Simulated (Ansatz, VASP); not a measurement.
**One calculation of TlH5, two programs**

The input INCAR:

```
  PREC = Accurate
  ENCUT = 910
  EDIFF = 1E-7
  ISMEAR = 0
  SIGMA = 0.1
  LREAL = False
  LASPH = True
  NELM = 120
  ALGO = Normal
  ISIF = 3
  LWAVE = False
  LCHARG = False
  GGA = PE
  IBRION = 2
  NSW = 90
  EDIFFG = -0.04
  GGA_COMPAT = False
  NELMIN = 4
```

KPOINTS

```
Automatic mesh
0
Gamma
  6 6 4
```

File POSCAR:

```
TlH5
1.0
    4.7674438200      0.0000000000      0.0000000000
   -2.3837219100      4.1287274600      0.0000000000
    0.0000000000      0.0000000000      3.8792927700
Tl H
1 5
Direct
    0.0000000000      0.0000000000      0.0000000000
    0.3333333300      0.6666666700      0.0000000000
    0.6666666700      0.3333333300      0.0000000000
    0.5000000000      0.0000000000      0.5000000000
    0.5000000000      0.5000000000      0.5000000000
    0.0000000000      0.5000000000      0.5000000000
```

Input for Ansatz:

```yaml
crystal:
  lattice:
    - [4.76744382, 0.0, 0.0]
    - [-2.38372191, 4.12872746, 0.0]
    - [0.0, 0.0, 3.87929277]
  atoms:
    - { symbol: Tl, position: [0.0, 0.0, 0.0] }
    - { symbol: H, position: [0.33333333, 0.66666667, 0.0] }
    - { symbol: H, position: [0.66666667, 0.33333333, 0.0] }
    - { symbol: H, position: [0.5, 0.0, 0.5] }
    - { symbol: H, position: [0.5, 0.5, 0.5] }
    - { symbol: H, position: [0.0, 0.5, 0.5] }
basis:
  ecutwfc: 420
kpoints:
  mp_grid: { grid: [6, 6, 4] }
hamiltonian:
  xc: pbe
scf:
  occupations: { method: gaussian, width: 0.1 }
  lower_state_search: "off"
output:
  forces: true
  stress: true
  eigenvalues: true
relax:
  adjacent_minimum: "off"
  f_tol: 0.04
  max_steps: 70
  cell: { stress_tol: 0.4 }
```

Change from the starting cell: species swapped into the DyNi5 type (P6/mmm, No. 191).

Alike in both runs: task relaxation of cell and atoms; functional PBE; k mesh 6 × 6 × 4; occupations gaussian, width 0.1 eV; no spin polarisation.

```csv
,VASP,Ansatz
version,VASP 6.6.1,Ansatz 0.2.0
potentials or method,"VASP PAW PBE potentials, release 64 (Tl_d, H_h), cutoff 910 eV","scalar-relativistic, plane waves, PAW"
valence electrons in the cell,18,18
```

```csv
,VASP,Ansatz,Ansatz less VASP
"gap on the k mesh at the Fermi level, each at its own relaxed structure (eV)",none,none,-
relaxed volume (Å³/atom),7.62,7.58,-0.040
relaxed cell length with the largest relative difference (Å),3.361,3.274,-0.0867
```

A gap of «none» marks a metal or a gap that the smearing closes.

The k mesh is coarse, so the values compare programs but aren't converged. Neither program's run includes spin-orbit coupling. Noted on VASP's run: the volume moved by over 15 % at a fixed basis, so the end points are rough.
